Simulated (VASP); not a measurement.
Write the native input for VASP 6.6.1 that does the following.

| Property | Result |
| --- | --- |
| Task | relaxation of cell and atoms |
| Functional | RPBE |
| Potentials or basis | VASP PAW PBE potentials, release 64 (Re) |
| Cutoff | 600 eV |
| k mesh | 11 × 11 × 3 |
| Occupations | fermi-dirac, width 0.05 eV |
| Spin | no spin polarisation |
| Dipole correction | no |
| Further INCAR settings | ALGO = Normal; EDIFF = 1e-07; IBRION = 2; EDIFFG = -0.01; NSW = 60; ISIF = 3 |

The structure of Re lies in POSCAR:

```
Re
1.0
    2.7663873939      0.0000000000      0.0000000000
   -1.3831936969      2.3957617598      0.0000000000
    0.0000000000      0.0000000000      8.9388451600
Re
4
Direct
    0.6666666667      0.3333333333      0.7500000000
    0.0000000000      0.0000000000      0.5000000000
    0.3333333333      0.6666666667      0.2500000000
    0.0000000000      0.0000000000      0.0000000000
```

The input as run:

INCAR

```
ALGO = Normal ; EDIFF = 1E-7
EDIFFG = -0.01 ; ENCUT = 600
GGA = RP ; IBRION = 2
ISIF = 3 ; ISMEAR = -1
LASPH = True ; LCHARG = False
LREAL = False ; LWAVE = False
NELM = 100 ; NSW = 60
PREC = Accurate ; SIGMA = 0.05
```

KPOINTS

```
k-points
0
Gamma
  11 11 3
```

Potentials or basis: VASP PAW PBE potentials, release 64 (Re).

The run is started by

```bash
$ cat potpaw_PBE.64/Re/POTCAR > POTCAR
$ mpirun -np 1 vasp_std > vasp.out
```

Results of the run:

```json
{
  "Relaxed volume": "15.08 Å³/atom",
  "Relaxed cell": "a = 2.782 Å, b = 2.782 Å, c = 8.998 Å, α = 90.00°, β = 90.00°, γ = 120.00°",
  "Space group after relaxing (to 0.1 Å)": "P6_3/mmc (No. 194)",
  "Energy gained by relaxing": "5.5 meV/atom",
  "Ionic steps": "9",
  "Pressure after relaxing": "0.0 GPa"
}
```

Caveat: the highest band is partly filled, so the run has too few bands; the PAW data sets were made with another functional, which shifts forces and pressure a little.

It took 110 s on 1 thread of Intel(R) Xeon(R) 6975P-C (Granite Rapids), with other jobs on the host, peak memory 0.22 GiB.
